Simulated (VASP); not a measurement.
# Sn2HO2 in VASP: single point with PBE+D3(BJ)

Aim: the single point of Sn2HO2 with PBE+D3(BJ).

Everything below comes from runs of VASP 6.6.1. Logs are shortened: lines on timing, memory, paths and dates and some standing lists are left out, and cuts for length are marked.

**1. The cell of the first run**

The cell holds a slab with vacuum, 5 atoms: a = 3.820 Å, b = 3.820 Å, c = 19.463 Å, α = 90.00°, β = 90.00°, γ = 90.00°.

**2. Single point, PBE+D3(BJ), collinear spin**

File INCAR:

```
PREC     = Accurate       # precision mode
ENCUT    = 520            # plane-wave cutoff, eV
EDIFF    = 1E-6           # SCF threshold, eV
ISMEAR   = 0              # smearing method
SIGMA    = 0.05           # smearing width, eV
LREAL    = False          # projectors in reciprocal space
LASPH    = True           # aspherical terms in the spheres
NELM     = 150            # most SCF steps
ALGO     = Normal         # electronic algorithm
ISIF     = 2              # what is computed and relaxed
LWAVE    = False          # write WAVECAR
LCHARG   = False          # write CHGCAR
ISPIN    = 2              # spin polarisation
MAGMOM   = 0 0 0 0 1      # initial moments
LORBIT   = 11             # projections on sites
LDIPOL   = True         
IDIPOL   = 3            
DIPOL    = 0.5 0.5 0.304
GGA      = PE             # functional
IVDW     = 12             # dispersion correction
NBANDS   = 32             # bands
```

File KPOINTS:

```
regular mesh
0
Gamma
  7 7 1
```

File POSCAR:

```
Sn2HO2
1.0
    3.8201629938      0.0000000000      0.0000000000
    0.0000000000      3.8201629938      0.0000000000
    0.0000000000      0.0000000000     19.4630415395
Sn O H
2 2 1
Direct
    0.7500000000      0.2500000000      0.2055177240
    0.2500000000      0.7500000000      0.3269294538
    0.2500000000      0.2500000000      0.2662235889
    0.7500000000      0.7500000000      0.2662235889
    0.5000000000      1.0000000000      0.4553780313
```

Potentials or basis: VASP PAW PBE potentials, release 64 (Sn_d, O, H).

Launch:

```
cat potpaw_PBE.64/Sn_d/POTCAR potpaw_PBE.64/O/POTCAR potpaw_PBE.64/H/POTCAR > POTCAR
mpirun -np 1 vasp_std > vasp.out
```

OUTCAR:

```text
PREC = Accurate
   ENCUT = 520
   EDIFF = 1E-6
   ISMEAR = 0
   LREAL = False
   LASPH = True
   NELM = 150
   ISIF = 2
   ISPIN = 2
   LORBIT = 11
   GGA = PE
   IVDW = 12
 IVDW          = 12

 ion  position               nearest neighbor table
   1  0.750  0.250  0.206-   3 2.25   4 2.25   4 2.25   3 2.25   2 3.59   2 3.59   2 3.59   2 3.59

   2  0.250  0.750  0.327-   3 2.25   4 2.25   3 2.25   4 2.25   1 3.59   1 3.59   1 3.59   1 3.59

   3  0.250  0.250  0.266-   1 2.25   1 2.25   2 2.25   2 2.25
   4  0.750  0.750  0.266-   1 2.25   1 2.25   2 2.25   2 2.25
   5  0.500  0.000  0.455-

  LATTYP: Found a simple tetragonal cell.
 ALAT       =     3.8201629938
 C/A-ratio  =     5.0948196637

  Lattice vectors:

 A1 = (   3.8201629938,   0.0000000000,   0.0000000000)
 A2 = (   0.0000000000,   3.8201629938,   0.0000000000)
 A3 = (   0.0000000000,   0.0000000000,  19.4630415395)

Analysis of symmetry for initial positions (statically):
=====================================================================
 Subroutine PRICEL returns:
 Original cell was already a primitive cell.

 Routine SETGRP: Setting up the symmetry group for a
 simple tetragonal supercell.

 Subroutine GETGRP returns: Found  2 space group operations
 (whereof  1 operations were pure point group operations)
 out of a pool of 16 trial point group operations.

The static configuration has the point symmetry C_1 .
 The point group associated with its full space group is C_1h.

Analysis of symmetry for dynamics (positions and initial velocities):
=====================================================================
 Subroutine PRICEL returns:
 Original cell was already a primitive cell.

 Routine SETGRP: Setting up the symmetry group for a
 simple tetragonal supercell.

 Subroutine GETGRP returns: Found  2 space group operations
 (whereof  1 operations were pure point group operations)
 out of a pool of 16 trial point group operations.

The dynamic configuration has the point symmetry C_1 .
 The point group associated with its full space group is C_1h.

Analysis of structural, dynamic, and magnetic symmetry:
=====================================================================
 Subroutine PRICEL returns:
 Original cell was already a primitive cell.

 Routine SETGRP: Setting up the symmetry group for a
[... 137 lines left out ...]
  energy-cutoff  :      520.00
  volume of cell :      284.04
 maximum number of plane-waves:      7682
   NGX = 15   NGY = 15   NGZ = 73

 dipolmoment           0.000000      0.000000     -0.019355 electrons x Angstroem

 number of electron      40.9999989 magnetization       0.9999999

 dipolmoment           0.000000      0.000000      0.067503 electrons x Angstroem

 Free energy of the ion-electron system (eV)
  ---------------------------------------------------
  ext. energy  EPLUGINS =         0.00000000
  ---------------------------------------------------
  free energy    TOTEN  =       -23.77170711 eV

  energy without entropy =      -23.77170711  energy(sigma->0) =      -23.77170711

 E-fermi :  -2.1105     XC(G=0):  -3.5365

 val. band max:       -2.3935067109   @ k =  -0.1429   0.1429   0.0000
 cond. band min:      -0.9389413216   @ k =   0.0000   0.0000   0.0000
 fundamental gap:      1.4545653893
 Fermi energy:        -2.1105106103

 spin component 1

 k-point     1 :       0.0000    0.0000    0.0000
  band No.  band energies     occupation
      1     -23.4085      1.00000
      2     -23.0457      1.00000
      3     -23.0092      1.00000
      4     -23.0079      1.00000
      5     -22.9934      1.00000
      6     -22.9643      1.00000
[... 549 lines left out ...]
     31       6.1473      0.00000
     32       6.6277      0.00000
 Fermi energy:        -2.1105106103

 spin component 2

 k-point     1 :       0.0000    0.0000    0.0000
  band No.  band energies     occupation
      1     -23.3926      1.00000
      2     -23.0324      1.00000
      3     -23.0003      1.00000
      4     -22.9989      1.00000
      5     -22.9876      1.00000
      6     -22.9589      1.00000
[... 549 lines left out ...]
     31       6.4176      0.00000
     32       7.0323      0.00000

------------------------ aborting loop because EDIFF is reached ----------------------------------------

 vacuum level on the upper side and lower side of the slab       (xc-potential included)         0.428        -0.423

 Edisp (eV)   -0.60234

 E8    (eV) :    -0.2636

  FORCE on cell =-STRESS in cart. coord.  units (eV):
  Direction    XX          YY          ZZ          XY          YZ          ZX
  --------------------------------------------------------------------------------------
  -------------------------------------------------------------------------------------
  Total       0.12085     0.12085    -0.50085    -0.03628    -0.02995    -0.02995
  in kB       0.68166     0.68166    -2.82514    -0.20467    -0.16895    -0.16895
  external pressure =       -0.49 kB  Pullay stress =        0.00 kB

 VOLUME and BASIS-vectors are now :
 -----------------------------------------------------------------------------
  energy-cutoff  :      520.00
  volume of cell :      284.04
      direct lattice vectors                 reciprocal lattice vectors
     3.820162994  0.000000000  0.000000000     0.261768935  0.000000000  0.000000000
     0.000000000  3.820162994  0.000000000     0.000000000  0.261768935  0.000000000
     0.000000000  0.000000000 19.463041540     0.000000000  0.000000000  0.051379431

 POSITION                                       TOTAL-FORCE (eV/Angst)
 -----------------------------------------------------------------------------------
      2.86512      0.95504      4.00000        -0.002122     -0.002122     -0.046611
      0.95504      2.86512      6.36304         0.069187      0.069187      0.314824
      0.95504      0.95504      5.18152         0.007999     -0.044102     -0.019222
      2.86512      2.86512      5.18152        -0.044102      0.007999     -0.019222
      1.91008      0.00000      8.86304        -0.030961     -0.030961     -0.229768
 -----------------------------------------------------------------------------------
    total drift:                               -0.000211     -0.000211     -0.000270

  FREE ENERGIE OF THE ION-ELECTRON SYSTEM (eV)
  ---------------------------------------------------
  free  energy   TOTEN  =       -24.3740484854 eV

  energy  without entropy=      -24.3740484854  energy(sigma->0) =      -24.37404849

 vacuum level on the upper side and lower side of the slab         3.433         2.474

 total charge

# of ion       s       p       d       tot
------------------------------------------
    1        1.280   0.763  10.054  12.097
    2        1.276   0.748  10.057  12.082
    3        1.577   3.428   0.000   5.005
    4        1.577   3.428   0.000   5.005
    5        0.386   0.001   0.000   0.387
--------------------------------------------------
tot          6.096   8.368  20.112  34.575

 magnetization (x)

# of ion       s       p       d       tot
------------------------------------------
    1        0.001   0.001   0.001   0.002
    2        0.068  -0.002   0.002   0.068
    3        0.002   0.029   0.000   0.031
    4        0.002   0.029   0.000   0.031
    5        0.338   0.000   0.000   0.338
--------------------------------------------------
tot          0.411   0.058   0.003   0.471
```

stdout:

```text
POSCAR found type information on POSCAR SnO H
 POSCAR found :  3 types and       5 ions
 scaLAPACK will be used
 LDA part: xc-table for (Slater+PW92), standard interpolation
 POSCAR, INCAR and KPOINTS ok, starting setup
 FFT: planning ... GRIDC
 FFT: planning ... GRID_SOFT
 FFT: planning ... GRID
 WAVECAR not read
 entering main loop
```

Run time: 33 min. Hardware: 1 thread of Oxide Virtual Turin-like, shared host; peak memory 0.54 GiB.

What came out:

```
Free energy                                           : -24.3740 eV
Largest force                                         : 0.330 eV/Å
Band gap on the k mesh                                : 1.45 eV (least direct gap 1.50 eV)
Net moment                                            : 1.00 μB per cell
Site moments                                          : Sn +0.00, +0.07; O +0.03; H +0.34 μB
Valence electrons inside the program's atomic spheres : Sn 12.10, 12.08; O 5.00; H 0.39
Dispersion energy per atom                            : -0.120 eV
```

Forces in eV/Å, atoms in the order of the input:
```
Sn  -0.002 -0.002 -0.047
Sn   0.069  0.069  0.315
O    0.008 -0.044 -0.019
O   -0.044  0.008 -0.019
H   -0.031 -0.031 -0.230
```

Levels at points of the mesh, in eV from the valence-band top:
Spin up:
| k point | band 18 | band 19 | band 20 | band 21 | band 22 | band 23 | band 24 | band 25 |
| --- | --- | --- | --- | --- | --- | --- | --- | --- |
| (0.00, 0.00, 0.00) | -2.20 | -2.12 | -2.11 | -0.04 | 2.71 | 3.45 | 4.87 | 5.09 |
Spin down:
```csv
k point,band 18,band 19,band 20,band 21,band 22,band 23
"(0.00, 0.00, 0.00)",-2.08,-2.08,-0.68,1.45,2.72,3.99
```

Caveat: spin-orbit coupling is left out, which moves the levels of the heavy elements.
